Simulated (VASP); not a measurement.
A run of VASP 6.6.1 is set up as follows.

File INCAR:

```
SYSTEM = Ta4O
PREC = Accurate
ENCUT = 600
EDIFF = 1E-6
ISMEAR = 0
SIGMA = 0.1
LREAL = .False.
LASPH = .True.
NELM = 100
ALGO = Normal
ISIF = 3
LWAVE = .False.
LCHARG = .False.
GGA = PS
IBRION = 2
NSW = 100
EDIFFG = -0.005
```

Contents of KPOINTS:

```
Automatic mesh
0
Gamma
  12 12 6
  0 0 0
```

The input POSCAR:

```
Ta4O
1.0
    3.2034784242      0.0000000000      0.0000000000
    0.0000000000      3.2034784242      0.0000000000
    0.0000000000      0.0000000000      7.3779384338
Ta O
4 1
Direct
    0.0000000000      0.0000000000      0.5000000000
    0.5000000000      0.5000000000      0.7814661100
    0.5000000000      0.5000000000      0.2185338900
    0.0000000000      0.0000000000      0.0000000000
    0.5000000000      0.5000000000      0.5000000000
```

Potentials or basis: VASP PAW PBE potentials, release 64 (Ta_pv, O).

Command:

```sh
$ cat potpaw_PBE.64/Ta_pv/POTCAR potpaw_PBE.64/O/POTCAR > POTCAR
$ mpirun -np 1 vasp_std > vasp.out
```

(1) Estimate the relaxed cell.

(2) Predict the space group after relaxing (to 0.05 Å).

(3) Predict the band gap on the k mesh.

(4) Predict the relaxed volume.

Results:

(1) a = 3.212 Å, b = 3.212 Å, c = 7.346 Å, α = 90.00°, β = 90.00°, γ = 90.00°.

(2) P4/mmm (No. 123).

(3) zero (band 25 reaches 7.08 eV, above the bottom of band 26 at 6.05 eV).

(4) 15.16 Å³/atom.

Caveat: the PAW data sets were made with another functional, which shifts forces and pressure a little; spin-orbit coupling is left out, which moves the levels of the heavy elements.
